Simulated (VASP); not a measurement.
## YCu2Sb3: relaxation of cell and atoms with PBE

The system is YCu2Sb3.

```
Y Cu Sb
1.0
     6.56396    0.00000    0.00000
    -3.28198    5.68456    0.00000
     0.00000    0.00000    3.87103
Y Cu Sb
1 2 3
Cartesian
  0.0000 0.0000 0.0000
  0.0000 3.7897 0.0000
  3.2820 1.8949 0.0000
  3.2820 0.0000 1.9355
  1.6410 2.8423 1.9355
  -1.6410 2.8423 1.9355
```

The cell was generated, and may not be a known phase.

```json
{
  "Program": "VASP 6.6.1",
  "Task": "relaxation of cell and atoms",
  "Functional": "PBE",
  "Potentials or basis": "VASP PAW PBE potentials, release 64 (Y_sv, Cu, Sb)",
  "Cutoff": "600 eV",
  "k mesh": "9 × 9 × 10",
  "Occupations": "gaussian, width 0.1 eV",
  "Spin": "no spin polarisation",
  "Dipole correction": "no",
  "Further INCAR settings": "ALGO = Normal; EDIFF = 1e-06; IBRION = 2; EDIFFG = -0.01; NSW = 100; ISIF = 3"
}
```

The relaxed volume is 23.71 Å³/atom. The relaxed cell is a = 6.410 Å, b = 6.410 Å, c = 3.999 Å, α = 90.00°, β = 90.00°, γ = 120.00°, the space group after relaxing (to 0.1 Å) is P6/mmm (No. 191) and the energy gained by relaxing is 10.1 meV/atom. The ionic steps are 7. The pressure after relaxing is 0.0 GPa and the band gap on the k mesh is zero (bands 24 and 25 overlap by 1.89 eV).

The path:
| step | energy change (eV) | largest force (eV/Å) | pressure (GPa) | volume (Å³) |
| --- | --- | --- | --- | --- |
| 1 | 0.0000 | 0.0000 | -0.45 | 144.44 |
| 2 | -0.0453 | 0.0000 | -0.04 | 143.01 |
| 3 | -0.0578 | 0.0000 | 0.29 | 141.98 |
| 4 | -0.0593 | 0.0000 | 0.42 | 141.55 |
| 5 | -0.0593 | 0.0000 | 0.49 | 141.41 |
| 6 | -0.0597 | 0.0000 | -0.35 | 143.05 |
| 7 | -0.0607 | 0.0000 | 0.04 | 142.28 |

Final structure:
```cif
data_structure
_symmetry_space_group_name_H-M 'P 1'
_symmetry_Int_Tables_number 1
_cell_length_a 6.4100
_cell_length_b 6.4100
_cell_length_c 3.9986
_cell_angle_alpha 90.000
_cell_angle_beta 90.000
_cell_angle_gamma 120.000
_cell_volume 142.28
loop_
_atom_site_label
_atom_site_type_symbol
_atom_site_fract_x
_atom_site_fract_y
_atom_site_fract_z
_atom_site_occupancy
Y1 Y 0.00000 0.00000 0.00000 1
Cu1 Cu 0.33333 0.66667 0.00000 1
Cu2 Cu 0.66667 0.33333 0.00000 1
Sb1 Sb 0.50000 0.00000 0.50000 1
Sb2 Sb 0.50000 0.50000 0.50000 1
Sb3 Sb 0.00000 0.50000 0.50000 1
```

Levels at points of the mesh, in eV from the Fermi level:
| k point | band 21 | band 22 | band 23 | band 24 | band 25 | band 26 | band 27 | band 28 |
| --- | --- | --- | --- | --- | --- | --- | --- | --- |
| (0.00, 0.00, 0.00) | -2.34 | -1.46 | 0.55 | 1.31 | 1.31 | 1.67 | 1.67 | 2.01 |
| (0.00, 0.00, 0.50) | -2.60 | -2.53 | -2.53 | -1.42 | 1.12 | 1.44 | 1.44 | 2.31 |

Wall time 67 min on 1 thread of Intel Xeon 8259CL, with other jobs on the host, peak memory 0.61 GiB.

Caveat: spin-orbit coupling is left out, which moves the levels of the heavy elements.
